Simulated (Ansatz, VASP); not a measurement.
## One calculation of SiGe5, two programs

```
Si Ge
1.0
     3.97400    0.00000    0.00000
    -1.98700    3.44158    0.00000
     0.00000    0.00000   19.46800
Si Ge
2 10
Direct
  0.33333 0.66667 0.02083
  0.66667 0.33333 0.97917
  0.66667 0.33333 0.85417
  0.33333 0.66667 0.14583
  0.00000 0.00000 0.81250
  0.00000 0.00000 0.68750
  0.00000 0.00000 0.18750
  0.00000 0.00000 0.31250
  0.33333 0.66667 0.52083
  0.66667 0.33333 0.47917
  0.66667 0.33333 0.35417
  0.33333 0.66667 0.64583
```

Alike in both runs: task relaxation of cell and atoms; functional PBE; k mesh 5 × 5 × 1; occupations gaussian, width 0.2 eV; no spin polarisation.

|  | VASP | Ansatz |
| --- | --- | --- |
| version | VASP 6.6.1 | Ansatz 0.2.0 |
| potentials or method | VASP PAW PBE potentials, release 64 (Si, Ge_d), cutoff 600 eV | scalar-relativistic, plane waves, PAW |
| valence electrons in the cell | 148 | 148 |

```tsv
	VASP	Ansatz	Ansatz less VASP
relaxed volume (Å³/atom)	23.30	23.24	-0.053
relaxed cell length with the largest relative difference (Å)	4.053	4.046	-0.0069
```

The k mesh is coarse, so the values compare programs but aren't converged.
